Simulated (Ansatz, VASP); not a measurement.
**Sn: VASP beside Ansatz**

INCAR

```
SYSTEM = Sn
  ALGO = Normal
  EDIFF = 1E-7
  ENCUT = 520
  GGA = CA
  ISIF = 2
  ISMEAR = -1
  LASPH = .TRUE.
  LCHARG = .FALSE.
  LREAL = .FALSE.
  LWAVE = .FALSE.
  NBANDS = 21
  NELM = 60
  PREC = Accurate
  SIGMA = 0.05
```

Contents of KPOINTS:

```
k-points
0
G
  15 15 15
  0 0 0
```

File POSCAR:

```
Sn
1.0
   -2.8866915000      2.8866915000      1.5906500000
    2.8866915000     -2.8866915000      1.5906500000
    2.8866915000      2.8866915000     -1.5906500000
Sn
2
Direct
    0.0000000000      0.0000000000      0.0000000000
    0.7500000000      0.2500000000      0.5000000000
```

Input for Ansatz:

```yaml
crystal:
  lattice:
    - [-2.8866915, 2.8866915, 1.59065]
    - [2.8866915, -2.8866915, 1.59065]
    - [2.8866915, 2.8866915, -1.59065]
  atoms:
    - { symbol: Sn, position: [0.0, 0.0, 0.0] }
    - { symbol: Sn, position: [0.75, 0.25, 0.5] }
kpoints:
  mp_grid: { grid: [15, 15, 15] }
  band_path:
    path:
      - [0.0, 0.0, 0.0]
      - [0.0, 0.0, 0.5]
      - [-0.5, 0.5, 0.5]
      - [0.0, 0.0, 0.0]
      - [0.32590817, 0.32590817, -0.32590817]
      - [-0.32590817, 0.67409183, 0.32590817]
      - [-0.5, 0.5, 0.5]
      - [0.0, 0.0, 0.5]
      - [0.25, 0.25, 0.25]
    npoints: 5
scf:
  occupations: { method: fermi_dirac, width: 0.05 }
hamiltonian:
  xc: lda
  pseudopotentials: { kind: all_electron, lapw: { basis_error: 0.0005 } }
output:
  forces: true
  stress: true
  eigenvalues: true
```

Change from the starting cell: equal xx and yy strain of -1 %.

Alike in both runs: task single point; functional LDA; k mesh 15 × 15 × 15; occupations fermi-dirac, width 0.05 eV; no spin polarisation.

|  | VASP | Ansatz |
| --- | --- | --- |
| version | VASP 6.6.1 | Ansatz 0.2.0 |
| potentials or method | VASP PAW LDA potentials, release 64 (Sn_d), cutoff 520 eV | all-electron LAPW, scalar-relativistic |

```tsv
	VASP	Ansatz	Ansatz less VASP
pressure (GPa)	-0.7	-0.7	+0.02
traceless stress, the component that is largest in VASP (GPa)	-0.96	-0.96	-0.010
```

LDA's correlation is that of Perdew and Zunger in VASP and of Perdew and Wang (1992) in Ansatz. Ansatz ran all-electron here, and VASP with PAW potentials.
